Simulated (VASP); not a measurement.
The system is BP.

```
B P
1.0
     0.00000    2.23833    2.23833
     2.23833    0.00000    2.23833
     2.23833    2.23833    0.00000
B P
1 1
Direct
  0.00000 0.00000 0.00000
  0.75000 0.75000 0.75000
```

This cell differs from its parent crystal: volume scaled by 0.96.

Base run:

- Program: VASP 6.6.1
- Functional: PBE
- Potentials or basis: VASP PAW PBE potentials, release 64 (B, P)
- Cutoff: 520 eV
- k mesh: 15 × 15 × 15
- Occupations: fermi-dirac, width 0.05 eV
- Spin: no spin polarisation

Its results: band gap on the k mesh 1.18 eV, indirect (least direct gap 3.46 eV); pressure 8.2 GPa.

The run is repeated on the same cell with these changes: functional from PBE to r2SCAN. What comes out?

Band gap on the k mesh 1.39 eV, indirect (least direct gap 3.71 eV); pressure 6.7 GPa.

r2SCAN gives the wider gap, since meta-GGAs in the generalised Kohn-Sham scheme recover part of the derivative discontinuity.

Caveats: the PAW data sets were made with another functional, which shifts forces and pressure a little (some runs).

A k mesh can miss the band edges.
